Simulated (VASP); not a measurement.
# TiN (Osbornite) (Fm-3m) in VASP: a series of runs

TiN (Osbornite) is run at these levels: LDA; tasks: single point.

All numbers are computed with VASP 6.6.1; they aren't measurements. Logs are shortened: lines on timing, memory, paths and dates and some standing lists are left out, and cuts for length are marked.

### Step 1. The cell of the first run

Symmetry: Fm-3m, No. 225, cubic system. Conventional cell: a = 4.275 Å, b = 4.275 Å, c = 4.275 Å, α = 90.00°, β = 90.00°, γ = 90.00°. Within 2.8 Å of Ti (site symmetry m-3m) lie 6 N at 2.14 Å. Within 2.8 Å of N (site symmetry m-3m) lie 6 Ti at 2.14 Å.

### Step 2. Single point, LDA

INCAR reads:

```
ALGO = Normal ; EDIFF = 1E-6
ENCUT = 520 ; ISIF = 2
ISMEAR = -1 ; LASPH = True
LCHARG = False ; LREAL = False
LWAVE = False ; NBANDS = 16
NELM = 60 ; PREC = Accurate
SIGMA = 0.15
```

KPOINTS reads:

```
k-points
0
Gamma
  9 9 9
```

POSCAR reads:

```
TiN
1.0
    0.0000000000      2.1376705655      2.1376705655
    2.1376705655      0.0000000000      2.1376705655
    2.1376705655      2.1376705655      0.0000000000
Ti N
1 1
Direct
    0.0000000000      0.0000000000      0.0000000000
    0.5000000000      0.5000000000      0.5000000000
```

Potentials or basis: VASP PAW LDA potentials, release 64 (Ti_sv, N).

Run with:

```
$ cat potpaw_LDA.64/Ti_sv/POTCAR potpaw_LDA.64/N/POTCAR > POTCAR
$ mpirun -np 1 vasp_std > vasp.out
```

OUTCAR:

```text
EDIFF = 1E-6
   ENCUT = 520
   ISIF = 2
   ISMEAR = -1
   LASPH = True
   LREAL = False
   NELM = 60
   PREC = Accurate

 ion  position               nearest neighbor table
   1  0.000  0.000  0.000-   2 2.14   2 2.14   2 2.14   2 2.14   2 2.14   2 2.14
   2  0.500  0.500  0.500-   1 2.14   1 2.14   1 2.14   1 2.14   1 2.14   1 2.14

  LATTYP: Found a face centered cubic cell.
 ALAT       =     4.2753411310

  Lattice vectors:

 A1 = (   0.0000000000,   2.1376705655,   2.1376705655)
 A2 = (   2.1376705655,   0.0000000000,   2.1376705655)
 A3 = (   2.1376705655,   2.1376705655,   0.0000000000)

Analysis of symmetry for initial positions (statically):
=====================================================================
 Subroutine PRICEL returns:
 Original cell was already a primitive cell.

 Routine SETGRP: Setting up the symmetry group for a
 face centered cubic supercell.

 Subroutine GETGRP returns: Found 48 space group operations
 (whereof 48 operations were pure point group operations)
 out of a pool of 48 trial point group operations.

The static configuration has the point symmetry O_h .

Analysis of symmetry for dynamics (positions and initial velocities):
=====================================================================
 Subroutine PRICEL returns:
 Original cell was already a primitive cell.

 Routine SETGRP: Setting up the symmetry group for a
 face centered cubic supercell.

 Subroutine GETGRP returns: Found 48 space group operations
 (whereof 48 operations were pure point group operations)
 out of a pool of 48 trial point group operations.

The dynamic configuration has the point symmetry O_h .

 Subroutine INISYM returns: Found 48 space group operations
 (whereof 48 operations are pure point group operations),
 and found     1 'primitive' translations

----------------------------------------------------------------------------------------

                                     Primitive cell

  volume of cell :      19.5368

  direct lattice vectors                    reciprocal lattice vectors
     0.000000000  2.137670566  2.137670566    -0.233899464  0.233899464  0.233899464
     2.137670566  0.000000000  2.137670566     0.233899464 -0.233899464  0.233899464
     2.137670566  2.137670566  0.000000000     0.233899464  0.233899464 -0.233899464

  length of vectors
     3.023122706  3.023122706  3.023122706     0.405125756  0.405125756  0.405125756

  position of ions in fractional coordinates (direct lattice)
     0.000000000  0.000000000  0.000000000
[... 72 lines left out ...]
   ISPIN  =      1    spin polarized calculation?
   LNONCOLLINEAR =      F non collinear calculations
   LSORBIT =      F    spin-orbit coupling
   LASPH  =      T    aspherical Exc in radial PAW
   ENCUT  =  520.0 eV  38.22 Ry    6.18 a.u.   5.62  5.62  5.62*2*pi/ulx,y,z
   NELM   =     60;   NELMIN=  2; NELMDL= -5     # of ELM steps
   EDIFF  = 0.1E-05   stopping-criterion for ELM
   LREAL  =      F    real-space projection
   EDIFFG = 0.1E-04   stopping-criterion for IOM
   NSW    =      0    number of steps for IOM
   IBRION =     -1    ionic relax: 0-MD 1-quasi-New 2-CG
   NFREE  =      0    steps in history (QN), initial steepest desc. (CG)
   ISIF   =      2    stress and relaxation
   ISYM   =      2    0-nonsym 1-usesym 2-fastsym
   POTIM  = 0.5000    time-step for ionic-motion
   TEBEG  =    0.0;   TEEND  =   0.0 temperature during run
   PSTRESS=    0.0 pullay stress
   NELECT =      17.0000    total number of electrons
   NUPDOWN=      -1.0000    fix difference up-down
   EMIN   =  10.00;   EMAX   =-10.00  energy-range for DOS
   EFERMI =   0.00;   METHOD = LEGACY
   ISMEAR =    -1;   SIGMA  =   0.15  broadening in eV -4-tet -1-fermi 0-gaus
   EFERMI_NEDOS =   21; number of points for ismear=-14 and -15
   IALGO  =     38    algorithm
   IMIX   =      4    mixing-type and parameters
     AMIX     =   0.40;   BMIX     =  1.00
     AMIX_MAG =   1.60;   BMIX_MAG =  1.00
  volume/ion in A,a.u.               =       9.77        65.92
  Fermi-wavevector in a.u.,A,eV,Ry     =   1.562933  2.953515 33.235762  2.442760
  Thomas-Fermi vector in A             =   2.665779
   LORBIT       =      0    0 simple, 1 ext, 2 COOP (PROOUT), +10 PAW based schemes
   GGA     = CA    functional components
   LHFCALC =     F    Hartree Fock is set to
   AEXX    =    0.0000 exact exchange contribution
   IVDW    =     0    specifies the selected vdW correction
   LEPSILON=     F    determine dielectric tensor
   LRPA    =     F    only Hartree local field effects (RPA)
 non-spin polarized calculation
  energy-cutoff  :      520.00
  volume of cell :       19.54
 maximum number of plane-waves:       534
   NGX = 11   NGY = 11   NGZ = 11

 number of electron      17.0000003 magnetization

 Free energy of the ion-electron system (eV)
  ---------------------------------------------------
  ext. energy  EPLUGINS =         0.00000000
  ---------------------------------------------------
  free energy    TOTEN  =       -21.62367725 eV

  energy without entropy =      -21.56246911  energy(sigma->0) =      -21.59307318

 E-fermi :  10.8065     XC(G=0): -13.2427

 val. band max:       10.7436735601   @ k =   0.1111   0.0000   0.0000
 cond. band min:      10.8530474483   @ k =   0.4444   0.2222   0.1111
 fundamental gap:      0.1093738882
 Fermi energy:        10.8065063690

 k-point     1 :       0.0000    0.0000    0.0000
  band No.  band energies     occupation
      1     -46.3195      2.00000
      2     -22.6941      2.00000
      3     -22.6941      2.00000
      4     -22.6941      2.00000
      5      -5.8320      2.00000
      6       8.8890      1.99999
[... 433 lines left out ...]
      3     -22.8846      2.00000
      4     -22.8846      2.00000
      5      -4.4083      2.00000
      6       5.0312      2.00000
[... 8 lines left out ...]
     15      22.5993      0.00000
     16      25.0602      0.00000

 [... further k-points ...]
[... 5 lines left out ...]
  --------------------------------------------------------------------------------------
  -------------------------------------------------------------------------------------
  Total       -2.3198341     -2.3198341     -2.3198341      0.0000000      0.0000000     -0.0000000
  in kB     -190.2458431   -190.2458431   -190.2458431      0.0000000      0.0000000     -0.0000000
  external PRESSURE =    -190.2458431 kB  Pullay stress =       0.0000000 kB

 VOLUME and BASIS-vectors are now :
 -----------------------------------------------------------------------------
  energy-cutoff  :      520.00
  volume of cell :       19.54
      direct lattice vectors                 reciprocal lattice vectors
     0.000000000  2.137670566  2.137670566    -0.233899464  0.233899464  0.233899464
     2.137670566  0.000000000  2.137670566     0.233899464 -0.233899464  0.233899464
     2.137670566  2.137670566  0.000000000     0.233899464  0.233899464 -0.233899464

 POSITION                                       TOTAL-FORCE (eV/Angst)
 -----------------------------------------------------------------------------------
      0.00000      0.00000      0.00000        -0.000000      0.000000      0.000000
      2.13767      2.13767      2.13767         0.000000     -0.000000     -0.000000
 -----------------------------------------------------------------------------------
    total drift:                                0.000000     -0.000000     -0.000000

  FREE ENERGIE OF THE ION-ELECTRON SYSTEM (eV)
  ---------------------------------------------------
  free  energy   TOTEN  =       -21.6236772492 eV

  energy  without entropy=      -21.5624691086  energy(sigma->0) =      -21.59307318
```

OSZICAR:

```text
N       E                     dE             d eps       ncg     rms          rms(c)
DAV:   1     0.126546774146E+03    0.12655E+03   -0.83413E+03  1120   0.125E+03
DAV:   2    -0.192852027376E+02   -0.14583E+03   -0.13638E+03  1272   0.332E+02
DAV:   3    -0.266212911463E+02   -0.73361E+01   -0.72907E+01  1448   0.774E+01
DAV:   4    -0.267566515050E+02   -0.13536E+00   -0.13526E+00  1336   0.989E+00
DAV:   5    -0.267599637514E+02   -0.33122E-02   -0.33122E-02  1264   0.134E+00    0.173E+01
DAV:   6    -0.221637718624E+02    0.45962E+01   -0.13471E+01  1456   0.528E+01    0.709E+00
DAV:   7    -0.216949177382E+02    0.46885E+00   -0.18194E+00  1400   0.170E+01    0.461E+00
DAV:   8    -0.219803568174E+02   -0.28544E+00   -0.13119E+00  1464   0.164E+01    0.630E+00
DAV:   9    -0.216343024787E+02    0.34605E+00   -0.46607E-01  1240   0.104E+01    0.139E+00
DAV:  10    -0.216266750798E+02    0.76274E-02   -0.39836E-02  1336   0.219E+00    0.393E-01
DAV:  11    -0.216239174838E+02    0.27576E-02   -0.47820E-03  1320   0.678E-01    0.201E-01
DAV:  12    -0.216237826053E+02    0.13488E-03   -0.40605E-04  1304   0.182E-01    0.105E-01
DAV:  13    -0.216236824258E+02    0.10018E-03   -0.28259E-04  1320   0.257E-01    0.160E-02
DAV:  14    -0.216236778008E+02    0.46250E-05   -0.13422E-05  1232   0.408E-02    0.748E-03
DAV:  15    -0.216236772492E+02    0.55166E-06   -0.17021E-06  1208   0.122E-02
   1 F= -.21623677E+02 E0= -.21593073E+02  d E =-.612081E-01
```

stdout:

```text
POSCAR found type information on POSCAR TiN
 POSCAR found :  2 types and       2 ions
 scaLAPACK will be used
 LDA part: xc-table for (Slater(with rela. corr.)+CA(PZ))
 , standard interpolation
 POSCAR, INCAR and KPOINTS ok, starting setup
 FFT: planning ... GRIDC
 FFT: planning ... GRID_SOFT
 FFT: planning ... GRID
 WAVECAR not read
 entering main loop
```

It took 12 s on 1 thread of Intel Xeon Platinum 8375C at 2.90GHz (Ice Lake), shared host; peak memory 0.13 GiB.

Results:

- Free energy: -21.6237 eV
- Pressure: -19.0 GPa

Levels at points of the mesh, in eV from the Fermi level:
| k point | band 7 | band 8 | band 9 | band 10 | band 11 | band 12 |
| --- | --- | --- | --- | --- | --- | --- |
| (0.00, 0.00, 0.00) | -1.92 | -1.92 | -0.58 | -0.58 | -0.58 | 0.58 |

### Step 3. Single point, LDA

This run uses another cell than the first one, of 10.02 Å³/atom, 1.026 times its volume.

INCAR reads:

```
SYSTEM = TiN
ALGO = Normal ; EDIFF = 1E-6
ENCUT = 520 ; GGA = CA
ISIF = 2 ; ISMEAR = -1
LASPH = .True. ; LCHARG = .True.
LELF = .True. ; LREAL = .False.
LVHAR = .True. ; LWAVE = .False.
NBANDS = 16 ; NELM = 80
PREC = Accurate ; SIGMA = 0.15
```

KPOINTS reads:

```
k-points
0
Gamma
  9 9 9
  0 0 0
```

POSCAR reads:

```
TiN
1.0
    0.0000000000      2.1560205666      2.1560205666
    2.1560205666      0.0000000000      2.1560205666
    2.1560205666      2.1560205666      0.0000000000
Ti N
1 1
Direct
    0.0000000000      0.0000000000      0.0000000000
    0.5000000000      0.5000000000      0.5000000000
```

Potentials or basis: VASP PAW LDA potentials, release 64 (Ti_sv, N).

Run with:

```
$ cat potpaw_LDA.64/Ti_sv/POTCAR potpaw_LDA.64/N/POTCAR > POTCAR
$ mpirun -np 1 vasp_std > vasp.out
```

Wall time 11 s (1 thread of Intel Xeon Platinum 8375C at 2.90GHz (Ice Lake), shared host); peak memory 0.13 GiB.

The run converged. Its results:

| Quantity | Value |
| --- | --- |
| Free energy | -21.5550 eV |
| Pressure | -24.6 GPa |

Levels at points of the mesh, in eV from the Fermi level:
```csv
k point,band 6,band 7,band 8,band 9,band 10,band 11,band 12,band 13
"(0.00, 0.00, 0.00)",-1.88,-1.88,-1.88,-0.55,-0.55,-0.55,0.55,0.55
```

### Step 4. Single point, LDA

This run uses another cell than the first one, of 10.28 Å³/atom, 1.052 times its volume.

INCAR reads:

```
PREC = Accurate
ENCUT = 520
EDIFF = 1E-6
ISMEAR = -1
SIGMA = 0.15
LREAL = F
LASPH = T
NELM = 60
ALGO = Normal
ISIF = 2
LWAVE = F
LCHARG = F
GGA = CA
NBANDS = 16
```

KPOINTS reads:

```
Automatic mesh
0
Gamma
  9 9 9
```

POSCAR reads:

```
TiN
1.0
    0.0000000000      2.1740634186      2.1740634186
    2.1740634186      0.0000000000      2.1740634186
    2.1740634186      2.1740634186      0.0000000000
Ti N
1 1
Direct
    0.0000000000      0.0000000000      0.0000000000
    0.5000000000      0.5000000000      0.5000000000
```

Run with:

```
$ cat potpaw_LDA.64/Ti_sv/POTCAR potpaw_LDA.64/N/POTCAR > POTCAR
$ mpirun -np 1 vasp_std > vasp.out
```

Run time: 6.9 s. Hardware: 1 thread of Intel Xeon Platinum 8375C at 2.90GHz (Ice Lake), shared host; peak memory 0.13 GiB.

Results (log left out):

| Quantity | Value |
| --- | --- |
| Free energy | -21.4698 eV |
| Pressure | -29.5 GPa |

Levels at points of the mesh, in eV from the Fermi level:
```csv
k point,band 6,band 7,band 8,band 9,band 10,band 11,band 12,band 13
"(0.00, 0.00, 0.00)",-1.85,-1.85,-1.85,-0.53,-0.53,-0.53,0.53,0.53
```

### Step 5. Overview

```tsv
cell	gap on the mesh (eV)	pressure (GPa)
a = 3.023 Å, angles 60.0°, 2 atoms	none	-19.0
a = 3.049 Å, angles 60.0°, 2 atoms	none	-24.6
a = 3.075 Å, angles 60.0°, 2 atoms	none	-29.5
```

Alike in all rows: task single point; level LDA; potentials or basis VASP PAW LDA potentials, release 64 (Ti_sv, N); no spin polarisation; k mesh 9 × 9 × 9; cutoff (eV) 520; smearing fermi-dirac 0.15 eV.

Absolute energies hang on the potentials; compare differences alone.
